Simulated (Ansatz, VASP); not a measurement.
## Two plane-wave programs on In3C2

```xyz
5
Lattice="3.8278 0.0000 0.0000 -1.9139 3.3149 0.0000 0.0000 0.0000 7.4287" Properties=species:S:1:pos:R:3 pbc="T T T"
In    0.0000    0.0000    0.0000
In    0.0000    2.2100    4.8945
In    1.9139    1.1050    2.5342
C     0.0000    2.2100    2.2198
C     1.9139    1.1050    5.2090
```

Alike in both runs: functional PBE; k mesh 12 × 12 × 6; occupations gaussian, width 0.1 eV; no spin polarisation.

Ansatz relaxed the structure, and its values are those at the end. VASP's run is a single point on that final structure, the one shown.

```csv
,VASP,Ansatz
version,VASP 6.6.1,Ansatz 0.2.0
potentials or method,"VASP PAW PBE potentials, release 64 (In_d, C), cutoff 520 eV","scalar-relativistic, plane waves, PAW"
valence electrons in the cell,47,47
```

|  | VASP | Ansatz | Ansatz less VASP |
| --- | --- | --- | --- |
| gap on the k mesh at the Fermi level (eV) | none | none | - |
| pressure (GPa) | 0.0 | 0.0 | -0.03 |

A gap of «none» marks a metal or a gap that the smearing closes. The functional is the same, so the differences come from potentials, cutoffs and numerics.
